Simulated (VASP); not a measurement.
A run of VASP 6.6.1 is set up as follows.

File INCAR:

```
SYSTEM = Sn
  PREC = Accurate
  ENCUT = 520
  EDIFF = 1E-8
  ISMEAR = -1
  SIGMA = 0.03
  LREAL = .False.
  LASPH = .True.
  NELM = 100
  ALGO = Normal
  ISIF = 2
  LWAVE = .False.
  LCHARG = .False.
  LEFG = .True.
  NBANDS = 21
```

File KPOINTS:

```
regular mesh
0
Gamma
  9 9 9
  0 0 0
```

Contents of POSCAR:

```
Sn
1.0
    0.0973680000      3.2942840000      3.2942840000
    3.2942840000      0.0973680000      3.2942840000
    3.2942840000      3.2942840000      0.0973680000
Sn
2
Direct
    0.5000000000      0.5000000000      0.5000000000
    0.7500000000      0.7500000000      0.7500000000
```

Potentials or basis: VASP PAW LDA potentials, release 64 (Sn_d).

Run with:

```sh
$ cat potpaw_LDA.64/Sn_d/POTCAR > POTCAR
$ mpirun -np 1 vasp_std > vasp.out
```

(1) What does it give for the pressure?

(2) What does it give for the band gap on the k mesh?

(3) Predict the largest force.

Answers

(1) -0.2 GPa.

(2) zero (band 14 reaches 5.48 eV, above the bottom of band 15 at 5.19 eV).

(3) 0.388 eV/Å.

Caveat: the cell differs from its parent crystal (equal xy, yz and zx shear strains of +3 %); without QUAD_EFG the Cq values of the log hold for a quadrupole moment of 1 mb, not for the nuclei; spin-orbit coupling is left out, which moves the levels of the heavy elements.
